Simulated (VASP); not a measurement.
Set up this calculation in VASP 6.6.1, as the native input.

- Task: single point
- Functional: BLYP
- Dispersion: D3(BJ)
- Potentials or basis: VASP PAW PBE potentials, release 64 (Pd)
- Cutoff: 520 eV
- k mesh: 12 × 12 × 12
- Occupations: fermi-dirac, width 0.05 eV
- Spin: no spin polarisation
- Dipole correction: no
- Further INCAR settings: ALGO = Normal; EDIFF = 1e-06; NBANDS = 11

The structure of Pd lies in POSCAR:

```
Pd
1.0
    0.0000000000      1.9486238482      1.9486238482
    1.9486238482      0.0000000000      1.9486238482
    1.9486238482      1.9486238482      0.0000000000
Pd
1
Direct
    0.0000000000      0.0000000000      0.0000000000
```

One way to write it, as run:

INCAR

```
SYSTEM = Pd
PREC = Accurate ; ENCUT = 520
EDIFF = 1E-6 ; ISMEAR = -1
SIGMA = 0.05 ; LREAL = .FALSE.
LASPH = .TRUE. ; NELM = 100
ALGO = Normal ; ISIF = 2
LWAVE = .FALSE. ; LCHARG = .FALSE.
GGA = B5 ; ALDAX = 1.0
AGGAX = 1.0 ; AGGAC = 1.0
ALDAC = 0.0 ; IVDW = 12
VDW_S6 = 1.0 ; VDW_S8 = 2.6996
VDW_A1 = 0.4298 ; VDW_A2 = 4.2359
NBANDS = 11
```

KPOINTS

```
Automatic mesh
0
G
  12 12 12
  0 0 0
```

Potentials or basis: VASP PAW PBE potentials, release 64 (Pd).

Launch:

```bash
$ cat potpaw_PBE.64/Pd/POTCAR > POTCAR
$ mpirun -np 1 vasp_std > vasp.out
```

It gave:

The pressure is 0.4 GPa and the band gap on the k mesh is zero (band 5 reaches 10.53 eV, above the bottom of band 6 at 8.93 eV). The dispersion energy per atom is -1.526 eV.

Caveat: the PAW data sets were made with another functional, which shifts forces and pressure a little; pairwise dispersion overbinds metals, which lowers pressure and volume.

Run time: 14 s on 1 thread of AMD EPYC 7R43 64-Core Processor (Zen 3), with other jobs on the host, peak memory 0.11 GiB.
